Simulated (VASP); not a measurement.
Wanted: the native input for a VASP 6.6.1 run.

```
Task                   : relaxation of cell and atoms
Functional             : PBE
Potentials or basis    : VASP PAW PBE potentials, release 64 (Sr_sv, Cu, B)
Cutoff                 : 600 eV
k mesh                 : 12 × 12 × 8
Occupations            : gaussian, width 0.1 eV
Spin                   : no spin polarisation
Dipole correction      : no
Further INCAR settings : ALGO = Normal; EDIFF = 1e-06; IBRION = 2; EDIFFG = -0.01; NSW = 100; ISIF = 3
```

The structure of SrCuB5 lies in POSCAR:

```
SrCuB5
1.0
    4.5396273868      0.0000000000      0.0000000000
   -2.2698136934      3.9314326407      0.0000000000
    0.0000000000      0.0000000000      5.7235119165
Sr Cu B
1 1 5
Direct
    0.6666666667      0.3333333333      0.6960492865
    0.0000000000      0.0000000000      0.1609541332
    0.4600201291      0.9200402583      0.2306917071
    0.0799597417      0.5399798709      0.2306917071
    0.4600201291      0.5399798709      0.2306917071
    0.3333333333      0.6666666667      0.4802618335
    0.6666666667      0.3333333333      0.1975733054
```

The cell was generated, and may not be a known phase.

These files were run (other wordings do the same):

INCAR

```
  PREC = Accurate
  ENCUT = 600
  EDIFF = 1E-6
  ISMEAR = 0
  SIGMA = 0.1
  LREAL = False
  LASPH = True
  NELM = 100
  ALGO = Normal
  ISIF = 3
  LWAVE = False
  LCHARG = False
  GGA = PE
  IBRION = 2
  NSW = 100
  EDIFFG = -0.01
```

KPOINTS

```
regular mesh
0
Gamma
  12 12 8
```

Potentials or basis: VASP PAW PBE potentials, release 64 (Sr_sv, Cu, B).

Launch:

```sh
$ cat potpaw_PBE.64/Sr_sv/POTCAR potpaw_PBE.64/Cu/POTCAR potpaw_PBE.64/B/POTCAR > POTCAR
$ mpirun -np 1 vasp_std > vasp.out
```

Results of the run:

```
Relaxed volume                        : 14.61 Å³/atom
Relaxed cell                          : a = 4.543 Å, b = 4.543 Å, c = 5.723 Å, α = 90.00°, β = 90.00°, γ = 120.00°
Space group after relaxing (to 0.1 Å) : P3m1 (No. 156)
Energy gained by relaxing             : 0.3 meV/atom
Ionic steps                           : 16
Pressure after relaxing               : 0.0 GPa
Largest force after relaxing          : 0.009 eV/Å
Band gap on the k mesh                : zero (bands 18 and 19 overlap by 1.20 eV)
```

Run time: 48 min on 1 thread of Intel(R) Xeon(R) Platinum 8259CL CPU @ 2.50GHz (Skylake/Cascade Lake), on a shared host, peak memory 0.55 GiB.
